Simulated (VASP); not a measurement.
A run of VASP 6.6.1:

INCAR

```
PREC = Accurate
ENCUT = 520
EDIFF = 1E-6
ISMEAR = -1
SIGMA = 0.05
LREAL = False
LASPH = True
NELM = 60
ALGO = Normal
ISIF = 2
LWAVE = False
LCHARG = False
GGA = PS
NBANDS = 13
```

Contents of KPOINTS:

```
regular mesh
0
Gamma
  8 8 4
```

POSCAR

```
Se
1.0
    1.3706327559     -3.9705320944      0.0000000000
    1.3706327559      3.9705320944      0.0000000000
    0.0000000000      0.0000000000      4.5352221454
Se
2
Direct
    0.9356550000      0.0643450000      0.2500000000
    0.0643450000      0.9356550000      0.7500000000
```

Potentials or basis: VASP PAW PBE potentials, release 64 (Se).

Command:

```sh
$ cat potpaw_PBE.64/Se/POTCAR > POTCAR
$ mpirun -np 1 vasp_std > vasp.out
```

Hardware: 1 thread of AMD EPYC 7R13 Processor (Zen 3) (shared host).

Task: How long does it take, and how much memory?

Result: Run time: 48 s on 1 thread of AMD EPYC 7R13 Processor (Zen 3), on a shared host, peak memory 0.16 GiB. Counts: scf iterations 12, k points 63.
